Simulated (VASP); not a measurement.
Set up this calculation in VASP 6.6.1, as the native input.

* Task: single point
* Functional: PBE
* Potentials or basis: VASP PAW PBE potentials, release 64 (Sr_sv, Nb_sv, O)
* Cutoff: 520 eV
* k mesh: 6 × 6 × 10
* Occupations: gaussian, width 0.1 eV
* Spin: collinear spin
* Starting moments: [0.0, 0.0, 4.34, 0.31, 0.31] μB
* Dipole correction: no
* Further INCAR settings: ALGO = Normal; EDIFF = 1e-06; NBANDS = 34

The structure of Sr2NbO2 lies in POSCAR:

```
Sr2NbO2
1.0
    7.2846703962      0.0000000000      0.0000000000
   -3.6423351981      6.3087096213      0.0000000000
    0.0000000000      0.0000000000      4.3491686282
Sr Nb O
2 1 2
Direct
    0.3333333333      0.6666666667      0.0000000000
    0.6666666667      0.3333333333      0.0000000000
    0.0000000000      0.0000000000      0.0000000000
    0.3333333333      0.6666666667      0.5000000000
    0.6666666667      0.3333333333      0.5000000000
```

The cell was generated, and may not be a known phase.

One way to write it, as run:

INCAR

```
SYSTEM = Sr2NbO2
PREC = Accurate ; ENCUT = 520
EDIFF = 1E-6 ; ISMEAR = 0
SIGMA = 0.1 ; LREAL = .False.
LASPH = .True. ; NELM = 150
ALGO = Normal ; ISIF = 2
LWAVE = .False. ; LCHARG = .False.
ISPIN = 2 ; MAGMOM = 0 0 4.34 0.31 0.31
LORBIT = 11 ; LMAXMIX = 4
GGA = PE ; NBANDS = 34
```

KPOINTS

```
Automatic mesh
0
Gamma
  6 6 10
  0 0 0
```

Potentials or basis: VASP PAW PBE potentials, release 64 (Sr_sv, Nb_sv, O).

Command:

```sh
$ cat potpaw_PBE.64/Sr_sv/POTCAR potpaw_PBE.64/Nb_sv/POTCAR potpaw_PBE.64/O/POTCAR > POTCAR
$ mpirun -np 1 vasp_std > vasp.out
```

Results of the run:

The pressure is 0.3 GPa, the net moment is 5.41 μB per cell and the site moments are Sr +0.04; Nb +2.81; O +0.28 μB. The valence electrons inside the program's atomic spheres are Sr 8.13; Nb 10.71; O 4.93.

Wall time 8.1 min on 1 thread of Intel(R) Xeon(R) 6975P-C (Granite Rapids) (shared host), peak memory 0.67 GiB.
